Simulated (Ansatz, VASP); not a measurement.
## Two plane-wave programs on Si2W

```xyz
3
Lattice="-1.6381 1.6381 3.9400 1.6381 -1.6381 3.9400 1.6381 1.6381 -3.9400" Properties=species:S:1:pos:R:3 pbc="T T T"
Si    0.0000    0.0000    2.6240
Si    0.0000    0.0000    5.2560
W     0.0000    0.0000    0.0000
```

Change from the starting cell: equal xx and yy strain of +2 %, PAW files.

Alike in both runs: task electric field gradients; functional PBEsol; k mesh 18 × 18 × 18; occupations fermi-dirac, width 0.03 eV; no spin polarisation.

|  | VASP | Ansatz |
| --- | --- | --- |
| version | VASP 6.6.1 | Ansatz 0.2.0 |
| potentials or method | VASP PAW PBE potentials, release 64 (Si, W_sv) | PAW with Ansatz's default frozen-core files, scalar-relativistic |
| plane-wave cutoff (eV) | 520 | 420 |
| valence electrons in the cell | 22 | 22 |

```tsv
	VASP	Ansatz	Ansatz less VASP
pressure (GPa)	-10.9	-11.1	-0.26
traceless stress, the component that is largest in VASP (GPa)	2.60	2.61	+0.012
rms of the force components (eV/Å)	0.159	0.160	+0.0012
size of Vzz on the site where it differs most (V/Å²)	163.2	191.9	+28.70
```

VASP's potentials were made for PBE, not for PBEsol. Atom by atom the forces differ by 0.001 eV/Å (rms over components).

Spin-orbit coupling is off throughout.
